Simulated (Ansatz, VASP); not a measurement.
# Two plane-wave programs on Ni

```
CELL_PARAMETERS angstrom
0.00000 2.37296 2.37296
2.37296 0.00000 2.37296
2.37296 2.37296 0.00000
ATOMIC_POSITIONS crystal
Ni 0.00000 0.00000 0.00000
Ni 0.50000 0.50000 0.50000
```

Alike in both runs: task single point; functional revPBE; k mesh 13 × 13 × 13; occupations fermi-dirac, width 0.05 eV; collinear spin.

|  | VASP | Ansatz |
| --- | --- | --- |
| version | VASP 6.6.1 | Ansatz 0.2.0 |
| potentials or method | VASP PAW PBE potentials, release 64 (Ni), cutoff 520 eV | plane waves (420 eV) with PAW, scalar-relativistic |
| valence electrons in the cell | 20 | 36 |

```csv
,VASP,Ansatz,Ansatz less VASP
pressure (GPa),-3.7,-3.6,+0.08
net moment per atom (μB),0.63,0.65,+0.021
size of the moment on the site where the two differ most (μB),0.64,0.67,+0.035
```

VASP's potentials were made for PBE, not for revPBE. Site moments also hang on the region over which each program counts them. VASP's potentials hold 20 valence electrons a cell and Ansatz's 36, so a difference there can come from the potentials and not from the codes.
